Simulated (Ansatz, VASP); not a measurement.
BN: VASP beside Ansatz

INCAR

```
PREC     = Accurate       # precision mode
ENCUT    = 600            # plane-wave cutoff, eV
EDIFF    = 1E-6           # SCF threshold, eV
ISMEAR   = 0              # smearing method
SIGMA    = 0.02           # smearing width, eV
LREAL    = F              # projectors in reciprocal space
LASPH    = T              # aspherical terms in the spheres
NELM     = 100            # most SCF steps
ALGO     = Normal         # electronic algorithm
ISIF     = 3              # what is computed and relaxed
LWAVE    = F              # write WAVECAR
LCHARG   = F              # write CHGCAR
IBRION   = 2              # ionic algorithm
NSW      = 70             # ionic steps
EDIFFG   = -0.005         # ionic threshold
```

Contents of KPOINTS:

```
Automatic mesh
0
Gamma
  12 12 4
```

File POSCAR:

```
BN
1.0
    2.5064254169      0.0000000000      0.0000000000
   -1.2532127085      2.1706280837      0.0000000000
    0.0000000000      0.0000000000      6.6141240277
B N
2 2
Direct
    0.3333333333      0.6666666667      0.2500000000
    0.6666666667      0.3333333333      0.7500000000
    0.3333333333      0.6666666667      0.7500000000
    0.6666666667      0.3333333333      0.2500000000
```

Input for Ansatz:

```yaml
crystal:
  lattice:
    - [2.5064254169, 0.0, 0.0]
    - [-1.2532127085, 2.1706280837, 0.0]
    - [0.0, 0.0, 6.6141240277]
  atoms:
    - { symbol: B, position: [0.3333333333, 0.6666666667, 0.25] }
    - { symbol: B, position: [0.6666666667, 0.3333333333, 0.75] }
    - { symbol: "N", position: [0.3333333333, 0.6666666667, 0.75] }
    - { symbol: "N", position: [0.6666666667, 0.3333333333, 0.25] }
basis:
  ecutwfc: 420
kpoints:
  mp_grid: { grid: [12, 12, 4] }
hamiltonian:
  xc: lda
scf:
  occupations: { method: gaussian, width: 0.02 }
output:
  forces: true
  stress: true
  eigenvalues: true
  write_density: true
  write_potential: true
  elf: true
  volumetric_format: npy
relax:
  adjacent_minimum: "off"
  f_tol: 0.005
  max_steps: 50
  cell: { stress_tol: 0.05 }
```

Alike in both runs: task relaxation of cell and atoms; functional LDA; k mesh 12 × 12 × 4; occupations gaussian, width 0.02 eV; no spin polarisation.

```csv
,VASP,Ansatz
version,VASP 6.6.1,Ansatz 0.2.0
potentials or method,"VASP PAW LDA potentials, release 64 (B, N), cutoff 600 eV","scalar-relativistic, plane waves, PAW"
valence electrons in the cell,16,16
```

|  | VASP | Ansatz | Ansatz less VASP |
| --- | --- | --- | --- |
| gap on the k mesh at the Fermi level, each at its own relaxed structure (eV) | 4.03 | 4.07 | +0.041 |
| relaxed volume (Å³/atom) | 8.64 | 8.71 | +0.074 |
| relaxed length of the cell vector where the two differ most in proportion (Å) | 6.435 | 6.496 | +0.0604 |

LDA's correlation is that of Perdew and Zunger in VASP and of Perdew and Wang (1992) in Ansatz.
